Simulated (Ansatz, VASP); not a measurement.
## CuO2 in VASP and in Ansatz

File INCAR:

```
SYSTEM = CuO2
PREC = Accurate
ENCUT = 600
EDIFF = 1E-6
ISMEAR = 0
SIGMA = 0.1
LREAL = .False.
LASPH = .True.
NELM = 60
ALGO = Normal
ISIF = 3
LWAVE = .False.
LCHARG = .False.
GGA = PS
IBRION = 2
NSW = 80
EDIFFG = -0.01
```

The input KPOINTS:

```
Automatic mesh
0
Gamma
  16 16 16
  0 0 0
```

Contents of POSCAR:

```
CuO2
1.0
    0.0000000000      2.3844798727      2.3844798727
    2.3844798727      0.0000000000      2.3844798727
    2.3844798727      2.3844798727      0.0000000000
Cu O
1 2
Direct
    0.0000000000      0.0000000000      0.0000000000
    0.2500000000      0.2500000000      0.2500000000
    0.7500000000      0.7500000000      0.7500000000
```

Input for Ansatz:

```yaml
crystal:
  lattice:
    - [0.0, 2.3844798727, 2.3844798727]
    - [2.3844798727, 0.0, 2.3844798727]
    - [2.3844798727, 2.3844798727, 0.0]
  atoms:
    - { symbol: Cu, position: [0.0, 0.0, 0.0] }
    - { symbol: O, position: [0.25, 0.25, 0.25] }
    - { symbol: O, position: [0.75, 0.75, 0.75] }
basis:
  ecutwfc: 420
kpoints:
  mp_grid: { grid: [16, 16, 16] }
hamiltonian:
  xc: pbesol
scf:
  occupations: { method: gaussian, width: 0.1 }
  lower_state_search: "off"
output:
  forces: true
  stress: true
  eigenvalues: true
relax:
  adjacent_minimum: "off"
  f_tol: 0.01
  max_steps: 60
  cell: { stress_tol: 0.05 }
```

Alike in both runs: task relaxation of cell and atoms; functional PBEsol; k mesh 16 × 16 × 16; occupations gaussian, width 0.1 eV; no spin polarisation.

```csv
,VASP,Ansatz
version,VASP 6.6.1,Ansatz 0.2.0
potentials or method,"VASP PAW PBE potentials, release 64 (Cu, O), cutoff 600 eV","scalar-relativistic, plane waves, PAW"
valence electrons in the cell,23,31
```

```tsv
	VASP	Ansatz	Ansatz less VASP
gap on the k mesh at the Fermi level, each at its own relaxed structure (eV)	none	none	-
relaxed volume (Å³/atom)	8.99	8.97	-0.028
relaxed cell length with the largest relative difference (Å)	3.367	3.363	-0.0035
```

VASP's potentials were made for PBE, not for PBEsol. A gap of «none» marks a metal or a gap that the smearing closes. VASP's potentials hold 23 valence electrons a cell and Ansatz's 31, so a difference there can come from the potentials and not from the codes.
